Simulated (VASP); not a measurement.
Here is a VASP 6.6.1 calculation.

The input INCAR:

```
PREC     = Accurate       # precision mode
ENCUT    = 520            # plane-wave cutoff, eV
EDIFF    = 1E-7           # SCF threshold, eV
ISMEAR   = 0              # smearing method
SIGMA    = 0.15           # smearing width, eV
LREAL    = F              # projectors in reciprocal space
LASPH    = T              # aspherical terms in the spheres
NELM     = 100            # most SCF steps
ALGO     = Normal         # electronic algorithm
ISIF     = 2              # what is computed and relaxed
LWAVE    = F              # write WAVECAR
LCHARG   = F              # write CHGCAR
GGA      = PE             # functional
NBANDS   = 16             # bands
```

Contents of KPOINTS:

```
Automatic mesh
0
Gamma
  14 14 14
```

Contents of POSCAR:

```
HgTe
1.0
    0.0000000000      2.9817375000      3.2235000000
    2.9817375000      0.0000000000      3.2235000000
    2.9817375000      2.9817375000      0.0000000000
Hg Te
1 1
Direct
    0.0000000000      0.0000000000      0.0000000000
    0.7500000000      0.7500000000      0.7500000000
```

Potentials or basis: VASP PAW PBE potentials, release 64 (Hg, Te).

Launch:

```console
$ cat potpaw_PBE.64/Hg/POTCAR potpaw_PBE.64/Te/POTCAR > POTCAR
$ mpirun -np 1 vasp_std > vasp.out
```

Question: Estimate the band gap on the k mesh.

Answer: Zero (filled and empty bands touch).

Question: Predict the pressure.

Answer: 16.2 GPa.

Stress tensor (GPa, compression positive):
```
16.29  0.00  0.00
 0.00 16.29  0.00
 0.00  0.00 15.96
```

Caveat: the cell differs from its parent crystal (strain -0.0750 x Voigt [1, 1, 0, 0, 0, 0]); the cell stands under pressure; semilocal functionals underestimate gaps, so a narrow gap can read as zero; spin-orbit coupling is left out, which moves the levels of the heavy elements.
